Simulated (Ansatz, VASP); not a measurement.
# TiH2 in VASP and in Ansatz

```
Ti H
1.0
    -1.67573    1.67573    2.20738
     1.67573   -1.67573    2.20738
     1.67573    1.67573   -2.20738
Ti H
1 2
Cartesian
  0.0000 0.0000 0.0000
  0.0000 1.6757 1.1037
  1.6757 0.0000 1.1037
```

Alike in both runs: task single point; functional r2SCAN; k mesh 18 × 18 × 18; occupations gaussian, width 0.1 eV; no spin polarisation.

|  | VASP | Ansatz |
| --- | --- | --- |
| version | VASP 6.6.1 | Ansatz 0.2.0 |
| potentials or method | VASP PAW PBE potentials, release 64 (Ti_sv, H), cutoff 520 eV | scalar-relativistic, plane waves, PAW |
| valence electrons in the cell | 14 | 14 |

```csv
,VASP,Ansatz,Ansatz less VASP
gap on the k mesh at the Fermi level (eV),none,none,-
pressure (GPa),-16.5,-16.8,-0.28
"traceless stress, the component that is largest in VASP (GPa)",0.64,0.69,+0.048
```

VASP's potentials were made for PBE, not for r2SCAN. A gap of «none» marks a metal or a gap that the smearing closes.
